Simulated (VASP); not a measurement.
# MgO (I4/mmm) in VASP: G0W0 quasiparticle levels with PBE

Aim: the G0W0 quasiparticle levels of MgO with PBE.

Program: VASP 6.6.1. These are calculated values, not measurements. Logs are shortened: lines on timing, memory, paths and dates and some standing lists are left out, and cuts for length are marked.

## Step 1: The cell of the first run

Symmetry: I4/mmm, No. 139, tetragonal system. The conventional cell has a = 2.973 Å, b = 2.973 Å, c = 4.373 Å, α = 90.00°, β = 90.00°, γ = 90.00°. Mg (site symmetry 4/mmm) has 6 O at 2.10 to 2.19 Å within 2.8 Å. O (site symmetry 4/mmm) has 6 Mg at 2.10 to 2.19 Å within 2.8 Å.

## Step 2: G0W0 quasiparticle levels, PBE

POSCAR

```
MgO
1.0
    0.0000000000      2.1021674155      2.1862541121
    2.1021674155      0.0000000000      2.1862541121
    2.1021674155      2.1021674155      0.0000000000
Mg O
1 1
Direct
    0.0000000000      0.0000000000      0.0000000000
    0.5000000000      0.5000000000      0.5000000000
```

INCAR.step1

```
SYSTEM = MgO
ALGO = Normal
EDIFF = 1E-8
ENCUT = 500
GGA = PE
ISMEAR = 0
LASPH = .True.
LCHARG = .False.
LREAL = .False.
LWAVE = .True.
NELM = 80
PREC = Accurate
SIGMA = 0.01
```

INCAR.step2

```
SYSTEM = MgO
ALGO = Exact
EDIFF = 1E-8
ENCUT = 500
GGA = PE
ISMEAR = 0
ISTART = 1
LASPH = .True.
LCHARG = .False.
LOPTICS = .True.
LREAL = .False.
LWAVE = .True.
NBANDS = 84
NELM = 1
PREC = Accurate
SIGMA = 0.01
```

INCAR.step3

```
SYSTEM = MgO
ALGO = EVGW0
EDIFF = 1E-8
ENCUT = 500
ENCUTGW = 150.0
GGA = PE
ISMEAR = 0
ISTART = 1
LASPH = .True.
LCHARG = .False.
LREAL = .False.
LWAVE = .False.
NBANDS = 84
NBANDSGW = 12
NELMGW = 1
NOMEGA = 96
OMEGAMAX = 20
PREC = Accurate
PRECFOCK = Fast
SIGMA = 0.01
```

KPOINTS

```
k-points
0
Gamma
  6 6 6
  0 0 0
```

Potentials or basis: VASP PAW PBE potentials, release 64 (Mg_GW, O_GW).

Started as:

```
cat potpaw_PBE.64/Mg_GW/POTCAR potpaw_PBE.64/O_GW/POTCAR > POTCAR
cp INCAR.step1 INCAR
mpirun -np 1 vasp_std > vasp.out
cp INCAR.step2 INCAR
mpirun -np 1 vasp_std > vasp.out
cp INCAR.step3 INCAR
mpirun -np 1 vasp_std > vasp.out
```

OUTCAR:

```text
SYSTEM = MgO
   EDIFF = 1E-8
   ENCUT = 500
   ENCUTGW = 150.0
   GGA = PE
   ISMEAR = 0
   ISTART = 1
   LASPH = .True.
   LREAL = .False.
   NELMGW = 1
   PREC = Accurate
   PRECFOCK = Fast

 ion  position               nearest neighbor table
   1  0.000  0.000  0.000-   2 2.10   2 2.10   2 2.10   2 2.10   2 2.19   2 2.19
   2  0.500  0.500  0.500-   1 2.10   1 2.10   1 2.10   1 2.10   1 2.19   1 2.19

  LATTYP: Found a body centered tetragonal cell.
 ALAT       =     2.9729136694
 C/A-ratio  =     1.4707821049

  Lattice vectors:

 A1 = (  -2.1021674155,   0.0000000000,   2.1862541121)
 A2 = (   2.1021674155,   0.0000000000,   2.1862541121)
 A3 = (   0.0000000000,   2.1021674155,  -2.1862541121)

Analysis of symmetry for initial positions (statically):
=====================================================================
 Subroutine PRICEL returns:
 Original cell was already a primitive cell.

 Routine SETGRP: Setting up the symmetry group for a
 body centered tetragonal supercell.

 Subroutine GETGRP returns: Found 16 space group operations
 (whereof 16 operations were pure point group operations)
 out of a pool of 16 trial point group operations.

The static configuration has the point symmetry D_4h.

Analysis of symmetry for dynamics (positions and initial velocities):
=====================================================================
 Subroutine PRICEL returns:
 Original cell was already a primitive cell.

 Routine SETGRP: Setting up the symmetry group for a
 body centered tetragonal supercell.

 Subroutine GETGRP returns: Found 16 space group operations
 (whereof 16 operations were pure point group operations)
 out of a pool of 16 trial point group operations.

The dynamic configuration has the point symmetry D_4h.

 Subroutine INISYM returns: Found 16 space group operations
 (whereof 16 operations are pure point group operations),
 and found     1 'primitive' translations

----------------------------------------------------------------------------------------

[... 91 lines left out ...]
   NELM   =     60;   NELMIN=  2; NELMDL=  0     # of ELM steps
   EDIFF  = 0.1E-07   stopping-criterion for ELM
   LREAL  =      F    real-space projection
   EDIFFG = 0.1E-06   stopping-criterion for IOM
   NSW    =      0    number of steps for IOM
   IBRION =     -1    ionic relax: 0-MD 1-quasi-New 2-CG
   NFREE  =      0    steps in history (QN), initial steepest desc. (CG)
   ISIF   =      0    stress and relaxation
   ISYM   =      3    0-nonsym 1-usesym 2-fastsym
   POTIM  = 0.5000    time-step for ionic-motion
   TEBEG  =    0.0;   TEEND  =   0.0 temperature during run
   PSTRESS=    0.0 pullay stress
   NELECT =       8.0000    total number of electrons
   NUPDOWN=      -1.0000    fix difference up-down
   EMIN   =  10.00;   EMAX   =-10.00  energy-range for DOS
   EFERMI =   0.00;   METHOD = LEGACY
   ISMEAR =     0;   SIGMA  =   0.01  broadening in eV -4-tet -1-fermi 0-gaus
   EFERMI_NEDOS =   21; number of points for ismear=-14 and -15
   IALGO  =     38    algorithm
   IMIX   =      4    mixing-type and parameters
     AMIX     =   0.40;   BMIX     =  1.00
     AMIX_MAG =   1.60;   BMIX_MAG =  1.00
  volume/ion in A,a.u.               =       9.66        65.20
  Fermi-wavevector in a.u.,A,eV,Ry     =   1.220159  2.305766 20.256189  1.488788
  Thomas-Fermi vector in A             =   2.355386
   LORBIT       =      0    0 simple, 1 ext, 2 COOP (PROOUT), +10 PAW based schemes
   GGA     = PE    functional components
   LHFCALC =     T    Hartree Fock is set to
   PRECFOCK=fast      Normal, Fast or Accurate (Low or Medium for compatibility)
   ENCUT4O =  -1.0   cutoff for four orbital integrals eV
   NKREDX  =     1    reduce k-point grid by
   NKREDY  =     1    reduce k-point grid by
   NKREDZ  =     1    reduce k-point grid by
   AEXX    =    1.0000 exact exchange contribution
   HFSCREEN=    0.0000 screening length (either q_TF or 0.3 A-1)
   HFSCREENC=   0.0000 screening length for correlation (either q_TF or 0.3 A-1)
   ENCUTFOCK=  -1.0 apply spherical cutoff to Coloumb kernel
   IVDW    =     0    specifies the selected vdW correction
   LEPSILON=     F    determine dielectric tensor
   LRPA    =     F    only Hartree local field effects (RPA)
   LRPAFORCE           =     F    calculate RPA forces
   ENCUTGW             = 150.0    cutoff for response function in eV
   ENCUTGWSOFT         = 120.0    soft cutoff for Coulomb kernel in GW response function in eV
   ENCUTLF             =  -1.0    cutoff for local field effects
   NELMGW              =     1    number of iterations in solving QP/BSE equation
   NELMHF              =     1    number of iterations in the inner HF iteration
   NKREDLFX            =     1    NKREDLFY  =   1   NKREDLFZ  =   1
 non-spin polarized calculation
 Gauss-broadening in eV      SIGMA  =   0.01
  energy-cutoff  :      500.00
  volume of cell :       19.32
 maximum number of plane-waves:       515
 NGX is ok and might be reduce to    24
  NGX = 14; NGY = 14; NGZ = 14
   NGX = 11   NGY = 11   NGZ = 11
 maximum number of plane-waves:        88
 NGX is ok and might be reduce to    14

 QP shifts <psi_nk| G(iteration)W_0 |psi_nk>: iteration 1
 for sc-GW calculations column KS-energies equals QP-energies in previous step
 and V_xc(KS)=  KS-energies - (<T + V_ion + V_H > + <T+V_H+V_ion>^1  + <V_x>^1)

 k-point   1 :       0.0000    0.0000    0.0000
  band No.  KS-energies  QP-energies   sigma(KS)   V_xc(KS)     V^pw_x(r,r')   Z            occupation Imag(sigma)

      1     -14.1709     -16.1696     -21.0976     -18.1493     -29.8926       0.6779       2.0000       1.0594
      2       2.9027       1.6350     -21.2753     -19.6510     -25.1593       0.7805       2.0000       0.0435
      3       2.9027       1.6350     -21.2753     -19.6510     -25.1593       0.7805       2.0000       0.0435
      4       2.9835       1.7434     -21.2119     -19.6238     -25.0147       0.7809       2.0000       0.0425
      5       7.3279       8.5110     -10.5457     -11.9560      -7.3226       0.8389       0.0000      -0.0408
      6      18.2947      19.5114      -7.5569      -9.0265      -3.1180       0.8280       0.0000      -0.0750
      7      18.7012      19.8675      -7.4422      -8.8605      -2.9489       0.8223       0.0000      -0.0829
      8      18.7012      19.8675      -7.4422      -8.8605      -2.9489       0.8223       0.0000      -0.0829
      9      22.3984      22.7677      -7.3088      -7.7892      -1.6289       0.7686       0.0000      -0.4296
     10      23.5163      24.9564      -7.9102      -9.6716      -3.1797       0.8176       0.0000      -0.1419
     11      24.7461      26.2344      -7.9906      -9.8107      -3.1988       0.8177       0.0000      -0.1689
     12      25.4489      26.8349      -7.2930      -9.0418      -1.6802       0.7926       0.0000      -0.4166
[... 356 lines left out ...]
      1     -12.7658     -14.8428     -22.5978     -19.7020     -31.2184       0.7172       2.0000       0.9885
      2      -0.7058      -2.4784     -17.8279     -15.4946     -21.9570       0.7597       2.0000       0.0686
      3       1.0754      -0.4961     -19.2834     -17.2478     -23.2458       0.7720       2.0000       0.0530
      4       1.7574       0.2833     -20.1016     -18.1962     -24.0603       0.7737       2.0000       0.0487
      5      12.4742      13.6295      -8.2853      -9.6653      -4.3321       0.8372       0.0000      -0.0513
      6      13.3674      14.8581      -9.7412     -11.5505      -5.7442       0.8239       0.0000      -0.0558
      7      15.7029      17.3139     -10.6373     -12.6611      -6.1596       0.7960       0.0000      -0.0763
      8      20.3957      21.9041      -9.3183     -11.2539      -4.1055       0.7793       0.0000      -0.1759
      9      21.0005      22.5454      -9.7276     -11.7105      -4.3960       0.7792       0.0000      -0.2101
     10      28.0997      29.4904      -8.4241     -10.1353      -2.9079       0.8126       0.0000      -0.5547
     11      29.0201      30.7870      -9.1266     -11.2366      -3.5232       0.8374       0.0000      -0.7965
     12      30.8947      32.3802      -7.9081      -9.6891      -2.4006       0.8341       0.0000      -0.7100

 [... further k-points ...]
```

Run time: 7 min. Hardware: 1 thread of AMD EPYC 9R14 (Zen 4), shared host; peak memory 0.38 GiB.

Results:

```
Quasiparticle gap                                   : 6.77 eV
Least direct quasiparticle gap                      : 6.77 eV
Band gap of the starting levels on the mesh         : 4.34 eV
Least direct gap of the starting levels on the mesh : 4.34 eV
```

Caveat: the k points lie up to 0.43 Å⁻¹ apart; bands, screening cutoff and mesh are small and nothing is extrapolated, so the quasiparticle values aren't converged.
